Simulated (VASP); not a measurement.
# Zr3Si2 (P42_12) in VASP: notebook, part 2 of 2

VASP 6.6.1.

## (5) Single point, r2SCAN (atoms displaced along a vibrational mode)

File POSCAR:

```
Zr3Si2
1.0
    7.1084398562      0.0000000000      0.0000000000
    0.0000000000      7.1084398562      0.0000000000
    0.0000000000      0.0000000000      3.7051280719
Zr Si
6 4
Direct
    0.1739136669      0.6739136669      0.5000000000
    0.8260863331      0.3260863331      0.5000000000
    0.3260863331      0.1739136669      0.5000000000
    0.6739136669      0.8260863331      0.5000000000
    0.0000000000      0.0000000000      0.0080968861
    0.5000000000      0.5000000000     -0.0080968861
    0.6219463333      0.1219463333      0.0000000000
    0.3780536667      0.8780536667      0.0000000000
    0.8780536667      0.6219463333      0.0000000000
    0.1219463333      0.3780536667      0.0000000000
```

File INCAR.step1:

```
SYSTEM = Zr3Si2
PREC = Accurate
ENCUT = 520
ISMEAR = 0
SIGMA = 0.15
LREAL = .False.
LASPH = .True.
NELM = 80
NBANDS = 55
GGA = PE
ALGO = Normal
EDIFF = 1E-4
LWAVE = .True.
LCHARG = .False.
```

File INCAR.step2:

```
SYSTEM = Zr3Si2
PREC = Accurate
ENCUT = 520
EDIFF = 1E-6
ISMEAR = 0
SIGMA = 0.15
LREAL = .False.
LASPH = .True.
NELM = 80
ALGO = Normal
ISIF = 2
LWAVE = .False.
LCHARG = .False.
METAGGA = R2SCAN
LMIXTAU = .True.
NBANDS = 55
ISTART = 1
```

File KPOINTS:

```
Automatic mesh
0
Gamma
  6 6 10
  0 0 0
```

Potentials or basis: VASP PAW PBE potentials, release 64 (Zr_sv, Si).

Launch:

```bash
> cat potpaw_PBE.64/Zr_sv/POTCAR potpaw_PBE.64/Si/POTCAR > POTCAR
> cp INCAR.step1 INCAR
> mpirun -np 1 vasp_std > vasp.out
> cp INCAR.step2 INCAR
> mpirun -np 1 vasp_std > vasp.out
```

OUTCAR:

```text
SYSTEM = Zr3Si2
   PREC = Accurate
   ENCUT = 520
   EDIFF = 1E-6
   ISMEAR = 0
   LREAL = .False.
   LASPH = .True.
   NELM = 80
   ISIF = 2
   METAGGA = R2SCAN
   ISTART = 1

 ion  position               nearest neighbor table
   1  0.174  0.674  0.500-   8 2.76   8 2.76  10 2.83   9 2.83   9 2.83  10 2.83   5 3.20   6 3.20
                             6 3.23   5 3.23   2 3.50   4 3.72   3 3.72   3 3.72   4 3.72
   2  0.826  0.326  0.500-   7 2.76   7 2.76  10 2.83   9 2.83   9 2.83  10 2.83   5 3.20   6 3.20
                             6 3.23   5 3.23   1 3.50   4 3.72   3 3.72   4 3.72   3 3.72
   3  0.326  0.174  0.500-  10 2.76  10 2.76   7 2.83   7 2.83   8 2.83   8 2.83   5 3.20   6 3.20
                             6 3.23   5 3.23   4 3.50   1 3.72   2 3.72   1 3.72   2 3.72
   4  0.674  0.826  0.500-   9 2.76   9 2.76   7 2.83   7 2.83   8 2.83   8 2.83   5 3.20   6 3.20
                             6 3.23   5 3.23   3 3.50   1 3.72   2 3.72   2 3.72   1 3.72
   5  0.000  0.000  0.008-   7 2.82   8 2.82   9 2.82  10 2.82   1 3.20   2 3.20   3 3.20   4 3.20
                             1 3.23   2 3.23   3 3.23   4 3.23
   6  0.500  0.500  0.992-   7 2.82   8 2.82   9 2.82  10 2.82   1 3.20   2 3.20   3 3.20   4 3.20
                             1 3.23   2 3.23   3 3.23   4 3.23
   7  0.622  0.122  0.000-   8 2.45   2 2.76   2 2.76   5 2.82   6 2.82   3 2.83   4 2.83   3 2.83
                             4 2.83
   8  0.378  0.878  0.000-   7 2.45   1 2.76   1 2.76   5 2.82   6 2.82   3 2.83   4 2.83   3 2.83
                             4 2.83
   9  0.878  0.622  0.000-  10 2.45   4 2.76   4 2.76   5 2.82   6 2.82   2 2.83   1 2.83   2 2.83
                             1 2.83
  10  0.122  0.378  0.000-   9 2.45   3 2.76   3 2.76   5 2.82   6 2.82   2 2.83   1 2.83   2 2.83
                             1 2.83

  LATTYP: Found a simple tetragonal cell.
 ALAT       =     7.1084398562
 C/A-ratio  =     0.5212294325

  Lattice vectors:

 A1 = (   7.1084398562,   0.0000000000,   0.0000000000)
 A2 = (   0.0000000000,   7.1084398562,   0.0000000000)
 A3 = (   0.0000000000,   0.0000000000,   3.7051280719)

Analysis of symmetry for initial positions (statically):
[... 175 lines left out ...]
 Gauss-broadening in eV      SIGMA  =   0.15
  energy-cutoff  :      520.00
  volume of cell :      187.22
 maximum number of plane-waves:      5070
 NGX is ok and might be reduce to    54
   NGX = 27   NGY = 27   NGZ = 13

 number of electron      88.0000000 magnetization

 Free energy of the ion-electron system (eV)
  ---------------------------------------------------
  ext. energy  EPLUGINS =         0.00000000
  ---------------------------------------------------
  free energy    TOTEN  =      -180.97409466 eV

  energy without entropy =     -180.89227813  energy(sigma->0) =     -180.93318639

 E-fermi :   9.4308     XC(G=0): -12.1776

 val. band max:        9.4272751399   @ k =   0.3333   0.1667   0.0000
 cond. band min:       9.4344579012   @ k =   0.5000   0.5000   0.1000
 fundamental gap:      0.0071827613
 Fermi energy:         9.4308463449

 k-point     1 :       0.0000    0.0000    0.0000
  band No.  band energies     occupation
      1     -40.6818      2.00000
      2     -40.6369      2.00000
      3     -40.6361      2.00000
      4     -40.6361      2.00000
      5     -40.5048      2.00000
      6     -40.4768      2.00000
[... 1381 lines left out ...]
     54      12.6298      0.00000
     55      12.8627      0.00000

 [... further k-points ...]

------------------------ aborting loop because EDIFF is reached ----------------------------------------

  FORCE on cell =-STRESS in cart. coord.  units (eV):
  Direction    XX          YY          ZZ          XY          YZ          ZX
  --------------------------------------------------------------------------------------
  -------------------------------------------------------------------------------------
  Total        0.0216591      0.0216591      0.0877134      0.0000000      0.0000000      0.0000000
  in kB        0.1853531      0.1853531      0.7506283      0.0000000      0.0000000      0.0000000
  external PRESSURE =       0.3737782 kB  Pullay stress =       0.0000000 kB

 VOLUME and BASIS-vectors are now :
 -----------------------------------------------------------------------------
  energy-cutoff  :      520.00
  volume of cell :      187.22
      direct lattice vectors                 reciprocal lattice vectors
     7.108439856  0.000000000  0.000000000     0.140677845  0.000000000  0.000000000
     0.000000000  7.108439856  0.000000000     0.000000000  0.140677845  0.000000000
     0.000000000  0.000000000  3.705128072     0.000000000  0.000000000  0.269896203

 POSITION                                       TOTAL-FORCE (eV/Angst)
 -----------------------------------------------------------------------------------
      1.23625      4.79047      1.85256         0.001673      0.001673     -0.000000
      5.87219      2.31797      1.85256        -0.001673     -0.001673     -0.000000
      2.31797      1.23625      1.85256        -0.001673      0.001673     -0.000000
      4.79047      5.87219      1.85256         0.001673     -0.001673     -0.000000
      0.00000      0.00000      0.03000         0.000000      0.000000     -0.176575
      3.55422      3.55422      3.67513         0.000000      0.000000      0.176575
      4.42107      0.86685      0.00000        -0.001810     -0.001810     -0.000000
      2.68737      6.24159      0.00000         0.001810      0.001810     -0.000000
      6.24159      4.42107      0.00000         0.001810     -0.001810     -0.000000
      0.86685      2.68737      0.00000        -0.001810      0.001810     -0.000000
 -----------------------------------------------------------------------------------
    total drift:                                0.000000     -0.000000     -0.000000

  FREE ENERGIE OF THE ION-ELECTRON SYSTEM (eV)
  ---------------------------------------------------
  free  energy   TOTEN  =      -180.9740946556 eV

  energy  without entropy=     -180.8922781289  energy(sigma->0) =     -180.93318639
```

OUTCAR.step1:

```text
SYSTEM = Zr3Si2
   PREC = Accurate
   ENCUT = 520
   ISMEAR = 0
   LREAL = .False.
   LASPH = .True.
[... 1658 lines left out ...]
      2.68737      6.24159      0.00000        -0.049827     -0.049827     -0.000000
      6.24159      4.42107      0.00000        -0.049827      0.049827     -0.000000
      0.86685      2.68737      0.00000         0.049827     -0.049827     -0.000000
 -----------------------------------------------------------------------------------
    total drift:                                0.000000     -0.000000     -0.000000

  FREE ENERGIE OF THE ION-ELECTRON SYSTEM (eV)
  ---------------------------------------------------
  free  energy   TOTEN  =       -81.8015231778 eV

  energy  without entropy=      -81.7120289586  energy(sigma->0) =      -81.75677607
```

OSZICAR.step1:

```text
N       E                     dE             d eps       ncg     rms          rms(c)
DAV:   1     0.826862654110E+03    0.82686E+03   -0.44990E+04  6600   0.156E+03
DAV:   2    -0.903309256464E+01   -0.83590E+03   -0.81583E+03  7308   0.441E+02
DAV:   3    -0.805268253984E+02   -0.71494E+02   -0.70215E+02 10088   0.988E+01
DAV:   4    -0.864794081899E+02   -0.59526E+01   -0.59225E+01  9952   0.253E+01
DAV:   5    -0.868588379314E+02   -0.37943E+00   -0.37927E+00  9442   0.541E+00    0.332E+01
DAV:   6    -0.819898256079E+02    0.48690E+01   -0.16663E+01  7495   0.140E+01    0.127E+01
DAV:   7    -0.818364419388E+02    0.15338E+00   -0.37916E+00  9680   0.687E+00    0.361E+00
DAV:   8    -0.818050273706E+02    0.31415E-01   -0.46065E-01  8798   0.311E+00    0.205E+00
DAV:   9    -0.818019178220E+02    0.31095E-02   -0.96292E-02  8992   0.150E+00    0.556E-01
DAV:  10    -0.818012629188E+02    0.65490E-03   -0.16314E-02  7761   0.516E-01    0.261E-01
DAV:  11    -0.818015141246E+02   -0.25121E-03   -0.26561E-03  9080   0.256E-01    0.699E-02
DAV:  12    -0.818015231778E+02   -0.90532E-05   -0.10089E-04  4968   0.573E-02
   1 F= -.81801523E+02 E0= -.81756776E+02  d E =-.894942E-01
```

Run time: 51 min. Hardware: 1 thread of Oxide Virtual Turin-like, shared host; peak memory 0.56 GiB.

Results:

| Property | Result |
| --- | --- |
| Free energy | -180.9741 eV |
| Pressure | 0.0 GPa |
| Largest force | 0.177 eV/Å |
| Band gap on the k mesh | zero (bands 44 and 45 overlap by 1.20 eV) |

Forces in eV/Å, atoms in the order of the input:
```
Zr   0.002  0.002  0.000
Zr  -0.002 -0.002  0.000
Zr  -0.002  0.002  0.000
Zr   0.002 -0.002  0.000
Zr   0.000  0.000 -0.177
Zr   0.000  0.000  0.177
Si  -0.002 -0.002  0.000
Si   0.002  0.002  0.000
Si   0.002 -0.002  0.000
Si  -0.002  0.002  0.000
```

Levels at points of the mesh, in eV from the Fermi level:
```tsv
k point	band 41	band 42	band 43	band 44	band 45	band 46	band 47	band 48
(0.00, 0.00, 0.00)	-0.55	-0.52	-0.25	-0.21	0.96	1.10	1.38	1.38
(0.50, 0.00, 0.00)	-0.35	-0.35	0.42	0.42	0.88	0.88	1.62	1.62
(0.50, 0.50, 0.00)	-0.33	-0.33	-0.06	-0.06	0.09	0.09	1.39	1.39
(0.00, 0.00, 0.50)	-0.60	-0.11	0.14	0.14	0.38	0.62	0.69	0.82
(0.50, 0.00, 0.50)	-0.93	-0.93	-0.49	-0.49	0.07	0.07	1.92	1.92
(0.50, 0.50, 0.50)	-0.83	-0.83	-0.66	-0.66	-0.63	-0.63	2.08	2.08
```

Caveat: the cell differs from its parent crystal (atoms displaced along a vibrational mode); the PAW data sets were made with another functional, which shifts forces and pressure a little.

## (6) The runs side by side

| cell | gap on the mesh (eV) | pressure (GPa) | largest force (eV/Å) |
| --- | --- | --- | --- |
| as given, atomic positions A | none | 0.1 | 0.53 |
| as given, atomic positions B | none | 0.0 | 0.09 |
| as given, atomic positions C | none | 0.1 | 0.44 |
| as given, atomic positions D | none | 0.0 | 0.18 |

Alike in all rows: task single point; level r2SCAN; potentials or basis VASP PAW PBE potentials, release 64 (Zr_sv, Si); no spin polarisation; k mesh 6 × 6 × 10; cutoff (eV) 520; smearing gaussian 0.15 eV.

Caveats: the PAW data sets were made with another functional, which shifts forces and pressure a little.

Absolute energies hang on the potentials; compare differences alone.
